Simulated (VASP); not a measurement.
Wanted: the native input for a VASP 6.6.1 run.

- Task: relaxation of cell and atoms
- Functional: PBEsol
- Potentials or basis: VASP PAW PBE potentials, release 64 (Ni, Si)
- Cutoff: 600 eV
- k mesh: 9 × 9 × 9
- Occupations: fermi-dirac, width 0.05 eV
- Spin: collinear spin, ferromagnetic start
- Starting moments: [1.0, 0.0, 0.0] μB
- Target pressure: 20 GPa
- Dipole correction: no
- Further INCAR settings: ALGO = Normal; EDIFF = 1e-06; IBRION = 2; EDIFFG = -0.005; NSW = 80; ISIF = 3

The structure of Si2Ni lies in POSCAR:

```
Si2Ni
1.0
    0.0000000000      2.7030000000      2.7030000000
    2.7030000000      0.0000000000      2.7030000000
    2.7030000000      2.7030000000      0.0000000000
Ni Si
1 2
Direct
    0.0000000000      0.0000000000      0.0000000000
    0.7500000000      0.7500000000      0.7500000000
    0.2500000000      0.2500000000      0.2500000000
```

The input as run:

INCAR

```
  ALGO = Normal
  EDIFF = 1E-6
  EDIFFG = -0.005
  ENCUT = 600
  GGA = PS
  IBRION = 2
  ISIF = 3
  ISMEAR = -1
  ISPIN = 2
  LASPH = True
  LCHARG = False
  LMAXMIX = 4
  LORBIT = 11
  LREAL = False
  LWAVE = False
  MAGMOM = 1 0 0
  NELM = 150
  NSW = 80
  PREC = Accurate
  PSTRESS = 200.0
  SIGMA = 0.05
```

KPOINTS

```
k-points
0
Gamma
  9 9 9
```

Potentials or basis: VASP PAW PBE potentials, release 64 (Ni, Si).

Run with:

```sh
$ cat potpaw_PBE.64/Ni/POTCAR potpaw_PBE.64/Si/POTCAR > POTCAR
$ mpirun -np 1 vasp_std > vasp.out
```

Results of the run:

The relaxed volume is 11.80 Å³/atom. The relaxed cell is a = 3.686 Å, b = 3.686 Å, c = 3.686 Å, α = 60.00°, β = 60.00°, γ = 60.00°. The space group after relaxing (to 0.05 Å) is Fm-3m (No. 225). The energy change on relaxing (the enthalpy is what falls) is +73.1 meV/atom, the ionic steps are 7 and the pressure after relaxing is 20.0 GPa. The band gap on the k mesh is zero (filled and empty bands overlap) and the net moment is 0.00 μB per cell. The valence electrons inside the program's atomic spheres are Ni 10.14; Si 1.65.

Caveat: the cell is relaxed towards a set pressure, so the enthalpy falls and the energy may rise; the PAW data sets were made with another functional, which shifts forces and pressure a little.

Wall time 2.9 min on 1 thread of Intel Xeon 6975P-C (shared host), peak memory 0.23 GiB.
